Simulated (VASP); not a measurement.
Here is a VASP 6.6.1 calculation.

Contents of INCAR:

```
SYSTEM = Na
PREC = Accurate ; ENCUT = 520
EDIFF = 1E-6 ; ISMEAR = 0
SIGMA = 0.15 ; LREAL = .FALSE.
LASPH = .TRUE. ; NELM = 60
ALGO = Fast ; ISIF = 2
LWAVE = .FALSE. ; LCHARG = .FALSE.
GGA = CA ; NBANDS = 14
```

File KPOINTS:

```
regular mesh
0
G
  12 12 10
  0 0 0
```

POSCAR

```
Na
1.0
    0.0000000000     -3.6205084948      0.0000000000
   -3.6205084948      0.0000000000      0.0000000000
    0.0000000000      0.0000000000     -5.0841636952
Na
2
Direct
    0.5000000000      0.6091835582      0.5597935114
    0.0000000000     -0.1091835582     -0.0597935114
```

Potentials or basis: VASP PAW LDA potentials, release 64 (Na_pv).

Launch:

```console
$ cat potpaw_LDA.64/Na_pv/POTCAR > POTCAR
$ mpirun -np 1 vasp_std > vasp.out
```

(1) What does it give for the band gap on the k mesh?

(2) What does it give for the largest force?

(3) Predict the pressure.

Results:

(1) zero (bands 7 and 8 overlap by 4.43 eV).

(2) 0.827 eV/Å.

(3) 1.3 GPa.

Caveat: the cell differs from its parent crystal (atoms displaced along a vibrational mode).
